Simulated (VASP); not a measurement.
Wanted: the native input for a VASP 6.6.1 run.

```
Task                   : single point
Functional             : r2SCAN
Potentials or basis    : VASP PAW PBE potentials, release 64 (Ga_d)
Cutoff                 : 520 eV
k mesh                 : 7 × 7 × 7
Occupations            : fermi-dirac, width 0.05 eV
Spin                   : non-collinear spin, zero start, spin-orbit coupling
Starting moments       : [[0.0, 0.0, 0.0]] μB
Dipole correction      : no
Further INCAR settings : ALGO = Normal; EDIFF = 1e-06; NBANDS = 24
```

Crystal: Ga.

```
CELL_PARAMETERS angstrom
2.71648 0.00000 0.00000
0.00000 2.71648 0.00000
0.00000 0.00000 2.71648
ATOMIC_POSITIONS crystal
Ga 0.00000 0.00000 0.00000
```

This isn't the form of Ga at room conditions, which is orthorhombic.

The input as run:

POSCAR

```
Ga
1.0
    2.7164800000      0.0000000000      0.0000000000
    0.0000000000      2.7164800000      0.0000000000
    0.0000000000      0.0000000000      2.7164800000
Ga
1
Direct
    0.0000000000      0.0000000000      0.0000000000
```

INCAR.step1

```
PREC = Accurate ; ENCUT = 520
ISMEAR = -1 ; SIGMA = 0.05
LREAL = F ; LASPH = T
NELM = 150 ; MAGMOM = 0 0 0
LSORBIT = T ; GGA_COMPAT = F
NBANDS = 24 ; GGA = PE
ALGO = Normal ; EDIFF = 1E-4
LWAVE = T ; LCHARG = F
```

INCAR.step2

```
PREC = Accurate ; ENCUT = 520
EDIFF = 1E-6 ; ISMEAR = -1
SIGMA = 0.05 ; LREAL = F
LASPH = T ; NELM = 150
ALGO = Normal ; ISIF = 2
LWAVE = F ; LCHARG = F
MAGMOM = 0 0 0 ; LORBIT = 11
LSORBIT = T ; GGA_COMPAT = F
LORBMOM = T ; METAGGA = R2SCAN
LMIXTAU = T ; NBANDS = 24
ISTART = 1
```

KPOINTS

```
regular mesh
0
Gamma
  7 7 7
```

Potentials or basis: VASP PAW PBE potentials, release 64 (Ga_d).

The run is started by

```console
$ cat potpaw_PBE.64/Ga_d/POTCAR > POTCAR
$ cp INCAR.step1 INCAR
$ mpirun -np 1 vasp_ncl > vasp.out
$ cp INCAR.step2 INCAR
$ mpirun -np 1 vasp_ncl > vasp.out
```

Results of the run:

```yaml
Pressure: -3.6 GPa
Net_moment: 0.00 μB per cell
Valence_electrons_inside_the_program's_atomic_spheres: Ga 11.54
```

Caveat: the cell stands under tension; the PAW data sets were made with another functional, which shifts forces and pressure a little.

Wall time 50 s on 1 thread of Intel(R) Xeon(R) 6975P-C (Granite Rapids), on a shared host, peak memory 0.18 GiB.
